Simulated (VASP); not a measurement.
Wanted: the native input for a VASP 6.6.1 run.

| Quantity | Value |
| --- | --- |
| Task | relaxation of cell and atoms |
| Functional | PBE |
| Potentials or basis | VASP PAW PBE potentials, release 64 (Ca_sv, Pb_d) |
| Cutoff | 600 eV |
| k mesh | 4 × 4 × 4 |
| Occupations | gaussian, width 0.1 eV |
| Spin | no spin polarisation |
| Dipole correction | no |
| Further INCAR settings | ALGO = Normal; EDIFF = 1e-06; IBRION = 2; EDIFFG = -0.04; NSW = 90; ISIF = 3 |

The structure of Ca3Pb2 lies in POSCAR:

```
Ca3Pb2
1.0
    5.0689488000      0.0000000000      0.0000000000
    0.0000000000      5.0689488000      0.0000000000
    0.0000000000      0.0000000000      5.0689488000
Ca Pb
3 2
Direct
    0.5000000000      0.0000000000      0.0000000000
    0.0000000000      0.5000000000      0.0000000000
    0.0000000000      0.0000000000      0.5000000000
    0.0000000000      0.0000000000      0.0000000000
    0.5000000000      0.5000000000      0.5000000000
```

The cell was generated, and may not be a known phase.

One way to write it, as run:

INCAR

```
PREC = Accurate ; ENCUT = 600
EDIFF = 1E-6 ; ISMEAR = 0
SIGMA = 0.1 ; LREAL = False
LASPH = True ; NELM = 100
ALGO = Normal ; ISIF = 3
LWAVE = False ; LCHARG = False
GGA = PE ; IBRION = 2
NSW = 90 ; EDIFFG = -0.04
```

KPOINTS

```
Automatic mesh
0
Gamma
  4 4 4
```

Potentials or basis: VASP PAW PBE potentials, release 64 (Ca_sv, Pb_d).

The run is started by

```console
$ cat potpaw_PBE.64/Ca_sv/POTCAR potpaw_PBE.64/Pb_d/POTCAR > POTCAR
$ mpirun -np 1 vasp_std > vasp.out
```

Results of the run:

* Relaxed volume: 42.25 Å³/atom
* Relaxed cell: a = 5.956 Å, b = 5.956 Å, c = 5.956 Å, α = 90.00°, β = 90.00°, γ = 90.00°
* Space group after relaxing (to 0.1 Å): Pm-3m (No. 221)
* Energy gained by relaxing: 950.7 meV/atom
* Ionic steps: 4
* Pressure after relaxing: -0.1 GPa
* Band gap on the k mesh: zero (bands 29 and 30 overlap by 1.66 eV)

Caveat: the volume moved by over 15 % at a fixed basis, so the end points are rough; spin-orbit coupling is left out, which moves the levels of the heavy elements.

It took 5.3 min on 1 thread of Oxide Virtual Turin-like Processor, with other jobs on the host, peak memory 0.23 GiB.
